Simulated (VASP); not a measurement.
A run of VASP 6.6.1 is set up as follows.

Contents of INCAR:

```
SYSTEM = Sb
PREC = Accurate
ENCUT = 520
EDIFF = 1E-6
ISMEAR = -1
SIGMA = 0.08
LREAL = .FALSE.
LASPH = .TRUE.
NELM = 100
ALGO = Normal
ISIF = 2
LWAVE = .FALSE.
LCHARG = .FALSE.
GGA = PE
NBANDS = 12
```

The input KPOINTS:

```
regular mesh
0
G
  15 15 8
  0 0 0
```

Contents of POSCAR:

```
Sb
1.0
    2.8953924129      0.0000000000      0.0000000000
   -1.4476962064      2.5074833835      0.0000000000
    0.0000000000      0.0000000000      4.5017739216
Sb
2
Direct
    0.3333333333      0.6666666667      0.2500000000
    0.6666666667      0.3333333333      0.7500000000
```

Potentials or basis: VASP PAW PBE potentials, release 64 (Sb).

Run with:

```console
$ cat potpaw_PBE.64/Sb/POTCAR > POTCAR
$ mpirun -np 1 vasp_std > vasp.out
```

Problem. What does it give for the pressure?

Solution. 101.7 GPa.

Problem. Predict the band gap on the k mesh.

Solution. Zero (band 5 reaches 23.83 eV, above the bottom of band 6 at 11.00 eV).

Stress tensor (GPa, compression positive):
```
101.60   0.00   0.00
  0.00 101.60   0.00
  0.00   0.00 101.78
```

Caveat: spin-orbit coupling is left out, which moves the levels of the heavy elements.
